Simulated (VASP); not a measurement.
# SiNi (P2_1) in VASP: single point with PBEsol

Aim: the single point of SiNi with PBEsol.

All numbers are computed with VASP 6.6.1; they aren't measurements. Logs are shortened: lines on timing, memory, paths and dates and some standing lists are left out, and cuts for length are marked.

## Step 1: The cell of the first run

It takes space group P2_1 (No. 4, monoclinic). The conventional cell has a = 4.468 Å, b = 4.468 Å, c = 11.936 Å, α = 90.00°, β = 90.00°, γ = 90.00°. Si (site symmetry 1) has 6 Ni at 2.34 to 2.42 Å and 5 Si at 2.76 Å within 3.1 Å. Si (site symmetry 1) has 7 Ni at 2.34 to 2.42 Å and 6 Si at 2.76 Å within 3.1 Å. Within 3.1 Å of Si (site symmetry 1) lie 5 Ni at 2.38 to 2.42 Å and 3 Si at 2.76 Å. Si (site symmetry 1) has 7 Ni at 2.34 to 2.42 Å and 6 Si at 2.76 Å within 3.1 Å. Within 3.1 Å of Ni (site symmetry 1) lie 6 Si at 2.34 to 2.42 Å and 5 Ni at 2.75 Å. Within 3.1 Å of Ni (site symmetry 1) lie 7 Si at 2.34 to 2.42 Å and 6 Ni at 2.75 Å. Ni (site symmetry 1) has 5 Si at 2.38 to 2.42 Å and 3 Ni at 2.75 Å within 3.1 Å. Within 3.1 Å of Ni (site symmetry 1) lie 7 Si at 2.34 to 2.42 Å and 6 Ni at 2.75 Å.

## Step 2: Single point, PBEsol (the distance across one plane changed)

Contents of INCAR:

```
ALGO = Fast ; EDIFF = 1E-7
ENCUT = 520 ; GGA = PS
ISIF = 2 ; ISMEAR = 0
LASPH = T ; LCHARG = F
LREAL = Auto ; LWAVE = F
NBANDS = 70 ; NELM = 100
PREC = Accurate ; SIGMA = 0.15
```

Contents of KPOINTS:

```
k-points
0
Gamma
  9 9 5
```

Contents of POSCAR:

```
SiNi
1.0
    0.0000000000     -4.4679769961      0.0000000000
    0.0000000000      0.0000000000     -4.4679769961
   11.9359539923      0.0000000000      0.0000000000
Si Ni
8 8
Direct
    0.1535354713      0.1535354713      0.1296918156
    0.1535354713      0.1535354713      0.5040210900
    0.8464645287      0.6535354713      0.0574728215
    0.8464645287      0.6535354713      0.4318020958
    0.3464645287      0.8464645287      0.6911857271
    0.3464645287      0.8464645287      0.3168564528
    0.6535354713      0.3464645287      0.6189667330
    0.6535354713      0.3464645287      0.2446374587
    0.8510095113      0.8510095113      0.6172654129
    0.8510095113      0.8510095113      0.2429361386
    0.1489904887      0.3510095113      0.6928870471
    0.1489904887      0.3510095113      0.3185577728
    0.6489904887      0.1489904887      0.0557715015
    0.6489904887      0.1489904887      0.4301007758
    0.3510095113      0.6489904887      0.1313931357
    0.3510095113      0.6489904887      0.5057224100
```

Potentials or basis: VASP PAW PBE potentials, release 64 (Si, Ni).

Launch:

```sh
cat potpaw_PBE.64/Si/POTCAR potpaw_PBE.64/Ni/POTCAR > POTCAR
mpirun -np 1 vasp_std > vasp.out
```

OUTCAR:

```text
EDIFF = 1E-7
   ENCUT = 520
   GGA = PS
   ISIF = 2
   ISMEAR = 0
   LASPH = T
   LREAL = Auto
   NELM = 100
   PREC = Accurate

 ion  position               nearest neighbor table
   1  0.154  0.154  0.130-  10 2.34  15 2.38  13 2.38  15 2.42  13 2.42  12 2.42   8 2.76   8 2.76
                             3 2.76   3 2.76   6 2.76
   2  0.154  0.154  0.504-   9 2.34  16 2.38  14 2.38  12 2.38  11 2.42  16 2.42  14 2.42   7 2.76
                             7 2.76   5 2.76   6 2.76   4 2.76   4 2.76
   3  0.846  0.654  0.057-  10 2.38  13 2.38  15 2.38  13 2.42  15 2.42   1 2.76   1 2.76   8 2.76
[... 21 lines left out ...]
  14  0.649  0.149  0.430-   6 2.34   8 2.38   4 2.38   2 2.38   4 2.42   7 2.42   2 2.42   9 2.75
                            12 2.75  12 2.75  16 2.75  16 2.75  10 2.75
  15  0.351  0.649  0.131-   8 2.34   6 2.38   1 2.38   3 2.38   1 2.42   3 2.42  10 2.75  10 2.75
                            12 2.75  13 2.75  13 2.75
  16  0.351  0.649  0.506-   7 2.34   5 2.38   2 2.38   4 2.38   2 2.42   6 2.42   4 2.42   9 2.75
                             9 2.75  11 2.75  14 2.75  14 2.75  12 2.75

  LATTYP: Found a simple tetragonal cell.
 ALAT       =     4.4679769961
 C/A-ratio  =     2.6714448178

  Lattice vectors:

 A1 = (   0.0000000000,  -4.4679769961,   0.0000000000)
 A2 = (   0.0000000000,   0.0000000000,  -4.4679769961)
 A3 = (  11.9359539923,   0.0000000000,   0.0000000000)

Analysis of symmetry for initial positions (statically):
=====================================================================
 Subroutine PRICEL returns:
 Original cell was already a primitive cell.

 Routine SETGRP: Setting up the symmetry group for a
 simple tetragonal supercell.

 Subroutine GETGRP returns: Found  2 space group operations
 (whereof  1 operations were pure point group operations)
 out of a pool of 16 trial point group operations.

The static configuration has the point symmetry C_1 .
 The point group associated with its full space group is C_2 .

Analysis of symmetry for dynamics (positions and initial velocities):
=====================================================================
 Subroutine PRICEL returns:
 Original cell was already a primitive cell.

 Routine SETGRP: Setting up the symmetry group for a
 simple tetragonal supercell.

 Subroutine GETGRP returns: Found  2 space group operations
 (whereof  1 operations were pure point group operations)
 out of a pool of 16 trial point group operations.

The dynamic configuration has the point symmetry C_1 .
 The point group associated with its full space group is C_2 .

 Subroutine INISYM returns: Found  2 space group operations
 (whereof  1 operations are pure point group operations),
 and found     1 'primitive' translations

----------------------------------------------------------------------------------------

                                     Primitive cell

  volume of cell :     238.2753

  direct lattice vectors                    reciprocal lattice vectors
     0.000000000 -4.467976996  0.000000000     0.000000000 -0.223814939  0.000000000
     0.000000000  0.000000000 -4.467976996     0.000000000  0.000000000 -0.223814939
    11.935953992  0.000000000  0.000000000     0.083780484  0.000000000  0.000000000

  length of vectors
     4.467976996  4.467976996 11.935953992     0.223814939  0.223814939  0.083780484

  position of ions in fractional coordinates (direct lattice)
     0.153535471  0.153535471  0.129691816
     0.153535471  0.153535471  0.504021090
     0.846464529  0.653535471  0.057472821
     0.846464529  0.653535471  0.431802096
     0.346464529  0.846464529  0.691185727
     0.346464529  0.846464529  0.316856453
[... 8 lines left out ...]
     0.351009511  0.648990489  0.131393136
     0.351009511  0.648990489  0.505722410

  ion indices of the primitive-cell ions
   primitive index   ion index
                 1           1
                 2           2
                 3           3
                 4           4
                 5           5
                 6           6
[... 8 lines left out ...]
                15          15
                16          16

----------------------------------------------------------------------------------------

 KPOINTS: k-points

Automatic generation of k-mesh.
 Grid dimensions read from file:
 generate k-points for:    9    9    5

 Generating k-lattice:

  Cartesian coordinates                     Fractional coordinates (reciprocal lattice)
     0.000000000 -0.024868327  0.000000000     0.111111111  0.000000000  0.000000000
     0.000000000  0.000000000 -0.024868327     0.000000000  0.111111111  0.000000000
     0.016756097  0.000000000  0.000000000     0.000000000  0.000000000  0.200000000

  Length of vectors
     0.024868327  0.024868327  0.016756097

  Shift w.r.t. Gamma in fractional coordinates (k-lattice)
     0.000000000  0.000000000  0.000000000

 Subroutine IBZKPT returns following result:
 ===========================================

 Found    115 irreducible k-points:

 Following reciprocal coordinates:
            Coordinates               Weight
  0.000000  0.000000  0.000000      1.000000
  0.111111  0.000000  0.000000      2.000000
  0.000000  0.111111  0.000000      2.000000
  0.222222  0.000000  0.000000      2.000000
  0.000000  0.222222  0.000000      2.000000
  0.333333  0.000000  0.000000      2.000000
[... 16 lines left out ...]
  0.444444  0.333333  0.000000      4.000000
 -0.333333  0.444444  0.000000      4.000000
 [... further k-points ...]
   k-points           NKPTS =    115   k-points in BZ     NKDIM =    115   number of bands    NBANDS=     70
   number of dos      NEDOS =    301   number of ions     NIONS =     16
   total plane-waves  NPLWV = 116640
   dimension x,y,z NGX =    36 NGY =   36 NGZ =   90
   dimension x,y,z NGXF=    72 NGYF=   72 NGZF=  180
   ions per type =               8   8
   NGX,Y,Z   is equivalent  to a cutoff of  13.39, 13.39, 12.54 a.u.
   NGXF,Y,Z  is equivalent  to a cutoff of  26.79, 26.79, 25.07 a.u.
 SYSTEM =  unknown system
   PREC   = accura    normal or accurate (medium, high low for compatibility)
   ISTART =      0    job   : 0-new  1-cont  2-samecut
   ICHARG =      2    charge: 1-file 2-atom 10-const
   ISPIN  =      1    spin polarized calculation?
   LNONCOLLINEAR =      F non collinear calculations
   LSORBIT =      F    spin-orbit coupling
   LASPH  =      T    aspherical Exc in radial PAW
   ENCUT  =  520.0 eV  38.22 Ry    6.18 a.u.   8.31  8.31 22.19*2*pi/ulx,y,z
   NELM   =    100;   NELMIN=  2; NELMDL= -5     # of ELM steps
   EDIFF  = 0.1E-06   stopping-criterion for ELM
   LREAL  =      T    real-space projection
   EDIFFG = 0.1E-05   stopping-criterion for IOM
   NSW    =      0    number of steps for IOM
   IBRION =     -1    ionic relax: 0-MD 1-quasi-New 2-CG
   NFREE  =      0    steps in history (QN), initial steepest desc. (CG)
   ISIF   =      2    stress and relaxation
   ISYM   =      2    0-nonsym 1-usesym 2-fastsym
   POTIM  = 0.5000    time-step for ionic-motion
   TEBEG  =    0.0;   TEEND  =   0.0 temperature during run
   PSTRESS=    0.0 pullay stress
   NELECT =     112.0000    total number of electrons
   NUPDOWN=      -1.0000    fix difference up-down
   EMIN   =  10.00;   EMAX   =-10.00  energy-range for DOS
   EFERMI =   0.00;   METHOD = LEGACY
   ISMEAR =     0;   SIGMA  =   0.15  broadening in eV -4-tet -1-fermi 0-gaus
   EFERMI_NEDOS =   21; number of points for ismear=-14 and -15
   IALGO  =     68    algorithm
   IMIX   =      4    mixing-type and parameters
     AMIX     =   0.40;   BMIX     =  1.00
     AMIX_MAG =   1.60;   BMIX_MAG =  1.00
  volume/ion in A,a.u.               =      14.89       100.50
  Fermi-wavevector in a.u.,A,eV,Ry     =   1.272881  2.405397 22.044517  1.620226
  Thomas-Fermi vector in A             =   2.405735
   LORBIT       =      0    0 simple, 1 ext, 2 COOP (PROOUT), +10 PAW based schemes
   GGA     = PS    functional components
   LHFCALC =     F    Hartree Fock is set to
   AEXX    =    0.0000 exact exchange contribution
   IVDW    =     0    specifies the selected vdW correction
   LEPSILON=     F    determine dielectric tensor
   LRPA    =     F    only Hartree local field effects (RPA)
 non-spin polarized calculation
 RMM-DIIS sequential band-by-band and
 Gauss-broadening in eV      SIGMA  =   0.15
  energy-cutoff  :      520.00
  volume of cell :      238.28
 maximum number of plane-waves:      6444
 NGX is ok and might be reduce to    36
   NGX = 17   NGY = 17   NGZ = 45

 number of electron     112.0000013 magnetization

 Free energy of the ion-electron system (eV)
  ---------------------------------------------------
  ext. energy  EPLUGINS =         0.00000000
  ---------------------------------------------------
  free energy    TOTEN  =       -99.77606266 eV

  energy without entropy =      -99.70823464  energy(sigma->0) =      -99.74214865

 E-fermi :   7.7189     XC(G=0): -10.7763

 val. band max:        7.7184663412   @ k =   0.2222   0.2222   0.0000
 cond. band min:       7.7241771809   @ k =   0.0000   0.4444   0.0000
 fundamental gap:      0.0057108397
 Fermi energy:         7.7189187681

 k-point     1 :       0.0000    0.0000    0.0000
  band No.  band energies     occupation
      1      -6.0937      2.00000
      2      -4.7636      2.00000
      3      -3.0268      2.00000
      4      -1.2752      2.00000
      5      -0.7214      2.00000
      6      -0.1932      2.00000
[... 1693 lines left out ...]
     67      11.5897      0.00000
     68      11.9693      0.00000

 [... further k-points ...]

 [bands above 68 left out]

------------------------ aborting loop because EDIFF is reached ----------------------------------------

  FORCE on cell =-STRESS in cart. coord.  units (eV):
  Direction    XX          YY          ZZ          XY          YZ          ZX
  --------------------------------------------------------------------------------------
  -------------------------------------------------------------------------------------
  Total       -2.4994830     -9.4954708    -14.9900570      0.0000000      0.0000000      0.4211509
  in kB      -16.8066739    -63.8481168   -100.7940448      0.0000000      0.0000000      2.8318437
  external PRESSURE =     -60.4829452 kB  Pullay stress =       0.0000000 kB

 VOLUME and BASIS-vectors are now :
 -----------------------------------------------------------------------------
  energy-cutoff  :      520.00
  volume of cell :      238.28
      direct lattice vectors                 reciprocal lattice vectors
     0.000000000 -4.467976996  0.000000000     0.000000000 -0.223814939  0.000000000
     0.000000000  0.000000000 -4.467976996     0.000000000  0.000000000 -0.223814939
    11.935953992  0.000000000  0.000000000     0.083780484  0.000000000  0.000000000

 POSITION                                       TOTAL-FORCE (eV/Angst)
 -----------------------------------------------------------------------------------
      1.54800     -0.68599     -0.68599        -1.435939      0.025244     -0.063312
      6.01597     -0.68599     -0.68599         0.634292     -0.000312      0.031201
      0.68599     -3.78198     -2.91998        -0.579223      0.184431      0.128408
      5.15397     -3.78198     -2.91998         0.279111      0.009607     -0.065279
      8.24996     -1.54800     -3.78198         0.579223      0.184431     -0.128408
      3.78198     -1.54800     -3.78198        -0.279111      0.009607      0.065279
[... 8 lines left out ...]
      1.56830     -1.56830     -2.89967         0.365515     -0.089776     -0.077982
      6.03628     -1.56830     -2.89967        -0.632891      0.025741     -0.043064
 -----------------------------------------------------------------------------------
    total drift:                               -0.000041     -0.001604     -0.000021

  FREE ENERGIE OF THE ION-ELECTRON SYSTEM (eV)
  ---------------------------------------------------
  free  energy   TOTEN  =       -99.7760626585 eV

  energy  without entropy=      -99.7082346434  energy(sigma->0) =      -99.74214865
```

Run time: 1.9 h. Hardware: 1 thread of Oxide Virtual Turin-like, shared host; peak memory 1.1 GiB.

Results:

| Property | Result |
| --- | --- |
| Free energy | -99.7761 eV |
| Pressure | -6.0 GPa |
| Largest force | 1.522 eV/Å |
| Band gap on the k mesh | zero (bands 56 and 57 overlap by 0.35 eV) |

Forces in eV/Å, atoms in the order of the input:
```
Si  -1.436  0.025 -0.063
Si   0.634  0.000  0.031
Si  -0.579  0.184  0.128
Si   0.279  0.010 -0.065
Si   0.579  0.184 -0.128
Si  -0.279  0.010  0.065
Si   1.436  0.025  0.063
Si  -0.634  0.000 -0.031
Ni  -0.366 -0.090  0.078
Ni   0.633  0.026  0.043
Ni  -1.514 -0.117  0.101
Ni   0.275 -0.038  0.064
Ni   1.514 -0.117 -0.101
Ni  -0.275 -0.038 -0.064
Ni   0.366 -0.090 -0.078
Ni  -0.633  0.026 -0.043
```

Caveat: the cell differs from its parent crystal (the distance across one plane changed); the stress differs along the axes, from -10 to -2 GPa; the PAW data sets were made with another functional, which shifts forces and pressure a little.
